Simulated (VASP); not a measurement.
Mn3Si:

```
Mn Si
1.0
     0.00000    2.86100    2.86100
     2.86100    0.00000    2.86100
     2.86100    2.86100    0.00000
Mn Si
3 1
Direct
  0.50000 0.50000 0.50000
  0.25000 0.25000 0.25000
  0.75000 0.75000 0.75000
  0.00000 0.00000 0.00000
```

Base run:

| Quantity | Value |
| --- | --- |
| Program | VASP 6.6.1 |
| Functional | r2SCAN |
| Potentials or basis | VASP PAW PBE potentials, release 64 (Mn_pv, Si) |
| Cutoff | 520 eV |
| k mesh | 7 × 7 × 7 |
| Occupations | fermi-dirac, width 0.1 eV |
| Spin | collinear spin, ferromagnetic start |
| Starting moments | [1.69, 1.69, 1.69, 0.0] μB |
| Fixed moment | 5.07 μB |

Its results: pressure -5.0 GPa; site moments Mn +0.75, +2.26 (each value once); Si -0.09 μB.

The run is repeated on the same cell with these changes: fixed moment from 5.07 μB to 3.8 μB; moments at the start from [1.69, 1.69, 1.69, 0.0] to [1.27, 1.27, 1.27, 0.0]. What comes out?

Pressure -15.2 GPa; site moments Mn +1.69, +1.10 (each value once); Si -0.05 μB.

Caveats: the cell stands under tension; the PAW data sets were made with another functional, which shifts forces and pressure a little; the total moment is fixed, so each spin has its own Fermi level and the state may be an excited one.
